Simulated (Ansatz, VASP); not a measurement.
LiNbO3: VASP beside Ansatz

```
Li Nb O
1.0
     2.45754    1.41886    5.19279
    -2.45754    1.41886    5.19279
     0.00000   -2.83773    5.19279
Li Nb O
2 2 6
Direct
  0.25000 0.25000 0.25000
  0.75000 0.75000 0.75000
  0.00000 0.00000 0.00000
  0.50000 0.50000 0.50000
  0.11119 0.38881 0.75000
  0.75000 0.11119 0.38881
  0.38881 0.75000 0.11119
  0.88881 0.61119 0.25000
  0.25000 0.88881 0.61119
  0.61119 0.25000 0.88881
```

Alike in both runs: task single point; functional PBE; k mesh 6 × 6 × 6; occupations gaussian, width 0.05 eV; no spin polarisation.

|  | VASP | Ansatz |
| --- | --- | --- |
| version | VASP 6.6.1 | Ansatz 0.2.0 |
| potentials or method | VASP PAW PBE potentials, release 64 (Li_sv, Nb_sv, O), cutoff 520 eV | scalar-relativistic, plane waves, PAW |
| valence electrons in the cell | 68 | 68 |

VASP gave:

| Item | Value |
| --- | --- |
| gap on the k mesh at the Fermi level (eV) | 1.88 |
| least direct gap on the mesh (eV) | 1.96 |
| rms of the force components (eV/Å) | 0.456 |

Task: Which values does Ansatz return?

Result: gap on the k mesh at the Fermi level (eV): 1.90; least direct gap on the mesh (eV): 1.98; rms of the force components (eV/Å): 0.435.

Atom by atom the forces differ by 0.021 eV/Å (rms over components).

Noted on VASP's run: the cutoff is under 1.25 times that of the potentials, so the pressure is a little rough.
